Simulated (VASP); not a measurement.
Cu3O2: single point with LDA

Cu3O2:

```
Cu O
1.0
    -1.95500    1.95500    3.68420
     1.95500   -1.95500    3.68420
     1.95500    1.95500   -3.68420
Cu O
3 2
Direct
  0.25000 0.75000 0.50000
  0.75000 0.25000 0.50000
  0.00000 0.00000 0.00000
  0.00000 0.50000 0.50000
  0.50000 0.00000 0.50000
```

```json
{
  "Program": "VASP 6.6.1",
  "Task": "single point",
  "Functional": "LDA",
  "Potentials or basis": "VASP PAW LDA potentials, release 64 (Cu, O)",
  "Cutoff": "520 eV",
  "k mesh": "14 × 14 × 14",
  "Occupations": "gaussian, width 0.15 eV",
  "Spin": "no spin polarisation",
  "Dipole correction": "no",
  "Further INCAR settings": "ALGO = Normal; EDIFF = 1e-07; NBANDS = 30"
}
```

```yaml
Pressure: -5.2 GPa
Band_gap_on_the_k_mesh: zero (an odd number of electrons rules out a gap without spin polarisation)
```

Stress tensor (GPa, compression positive):
```
 -1.77   0.00   0.00
  0.00  -1.77   0.00
  0.00   0.00 -12.21
```

Levels at points of the mesh, in eV from the Fermi level:
| k point | band 21 | band 22 | band 23 | band 24 | band 25 | band 26 |
| --- | --- | --- | --- | --- | --- | --- |
| (0.00, 0.00, 0.00) | -0.97 | -0.97 | 0.39 | 0.41 | 5.17 | 5.17 |
| (0.50, 0.00, 0.00) | -1.04 | -0.60 | -0.24 | 2.70 | 3.18 | 8.38 |
| (0.50, 0.50, 0.00) | -0.43 | -0.25 | 0.22 | 1.51 | 3.58 | 3.72 |
| (0.50, 0.50, 0.50) | -1.38 | -0.42 | -0.42 | 3.69 | 4.53 | 6.35 |

Run time: 5.4 min on 1 thread of Intel(R) Xeon(R) 6975P-C (Granite Rapids), on a shared host, peak memory 0.43 GiB.

Caveat: the stress differs along the axes, from -12 to -2 GPa; an odd number of electrons without spin polarisation forces a metal; a magnetic or distorted state may lie lower. With open d or f shells a metallic result of LDA can be an artefact of self-interaction; +U or a hybrid may open a gap.
